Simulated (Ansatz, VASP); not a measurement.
Ir in VASP and in Ansatz

```
Ir
1.0
     2.78556    0.00000    0.00000
    -1.39278    2.41236    0.00000
     0.00000    0.00000    9.10235
Ir
4
Direct
  0.00000 0.00000 0.00000
  0.00000 0.00000 0.50000
  0.33333 0.66667 0.25000
  0.66667 0.33333 0.75000
```

Alike in both runs: functional BLYP; k mesh 13 × 13 × 4; occupations fermi-dirac, width 0.1 eV; no spin polarisation.

Ansatz relaxed the structure, and its values are those at the end. VASP's run is a single point on that final structure, the one shown.

|  | VASP | Ansatz |
| --- | --- | --- |
| version | VASP 6.6.1 | Ansatz 0.2.0 |
| potentials or method | VASP PAW PBE potentials, release 64 (Ir_sv_GW), cutoff 500 eV | plane waves (420 eV) with PAW, scalar-relativistic |
| valence electrons in the cell | 68 | 68 |

```tsv
	VASP	Ansatz	Ansatz less VASP
pressure (GPa)	-1.4	0.0	+1.45
```

VASP's potentials were made for PBE, not for BLYP.

Neither program's run includes spin-orbit coupling.
